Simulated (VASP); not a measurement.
## K2S: single point with HSE06

K2S:

```
K S
1.0
     0.00000    3.60349    3.60349
     3.60349    0.00000    3.60349
     3.60349    3.60349    0.00000
K S
2 1
Direct
  0.25000 0.25000 0.25000
  0.75000 0.75000 0.75000
  0.00000 0.00000 0.00000
```

This cell differs from its parent crystal: strain -2.7%.

```
Program                            : VASP 6.6.1
Task                               : single point
Functional                         : HSE06
Potentials or basis                : VASP PAW PBE potentials, release 64 (K_sv, S)
Cutoff                             : 400 eV
k mesh                             : 4 × 4 × 4
Occupations                        : gaussian, width 0.01 eV
Spin                               : no spin polarisation
Dipole correction                  : no
Grid for exact exchange (PRECFOCK) : Normal
Further INCAR settings             : ALGO = Normal; EDIFF = 1e-06; NBANDS = 19
Share of exact exchange            : 0.25
Screening parameter                : 0.2079 1/Å
```

```json
{"Pressure": "2.2 GPa", "Band gap on the k mesh": "3.54 eV (least direct gap 3.81 eV)"}
```

Levels at points of the mesh, in eV from the valence-band top:
```
           k point  band 8  band 9  band 10  band 11  band 12  band 13  band 14  band 15  band 16  band 17
(0.00, 0.00, 0.00)  -13.39  -10.69    -0.27    -0.27    -0.27     3.54     6.72     6.72     9.08     9.08
(0.50, 0.00, 0.00)  -13.54  -10.37    -0.69    -0.10    -0.10     5.90     6.49     7.10     7.10     9.15
(0.50, 0.50, 0.00)  -13.29  -10.30    -0.86     0.00     0.00     4.48     6.63     8.12     8.29     9.17
```

It took 5.9 min on 1 thread of Intel(R) Xeon(R) 6975P-C (Granite Rapids), with other jobs on the host, peak memory 0.31 GiB.

Caveat: the cell differs from its parent crystal (strain -2.7%); the PAW data sets were made with another functional, which shifts forces and pressure a little. A k mesh can miss the band edges.
